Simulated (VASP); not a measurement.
Set up this calculation in VASP 6.6.1, as the native input.

```yaml
Task: electric field gradients
Functional: PBE
Potentials_or_basis: VASP PAW PBE potentials, release 64 (Ti_sv)
Cutoff: 520 eV
k_mesh: 14 × 14 × 14
Occupations: fermi-dirac, width 0.05 eV
Spin: no spin polarisation
Dipole_correction: no
Further_INCAR_settings: ALGO = Normal; EDIFF = 1e-08; NBANDS = 12
```

The structure of Ti lies in POSCAR:

```
Ti
1.0
    0.0000000000      2.0300000000      2.0300000000
    2.0300000000      0.0000000000      2.0300000000
    2.0300000000      2.0300000000      0.0000000000
Ti
1
Direct
    0.0000000000      0.0000000000      0.0000000000
```

The input as run:

INCAR

```
ALGO = Normal
EDIFF = 1E-8
ENCUT = 520
GGA = PE
ISIF = 2
ISMEAR = -1
LASPH = True
LCHARG = False
LEFG = True
LREAL = False
LWAVE = False
NBANDS = 12
NELM = 100
PREC = Accurate
SIGMA = 0.05
```

KPOINTS

```
k-points
0
Gamma
  14 14 14
```

Potentials or basis: VASP PAW PBE potentials, release 64 (Ti_sv).

Launch:

```sh
$ cat potpaw_PBE.64/Ti_sv/POTCAR > POTCAR
$ mpirun -np 1 vasp_std > vasp.out
```

Results of the run:

* Pressure: 4.1 GPa
* Band gap on the k mesh: zero (band 6 reaches 9.52 eV, above the bottom of band 7 at 8.20 eV)

Caveat: without QUAD_EFG the Cq values of the log hold for a quadrupole moment of 1 mb, not for the nuclei.

Run time: 15 s on 1 thread of Intel(R) Xeon(R) Platinum 8375C CPU @ 2.90GHz (Ice Lake), with other jobs on the host, peak memory 0.14 GiB.
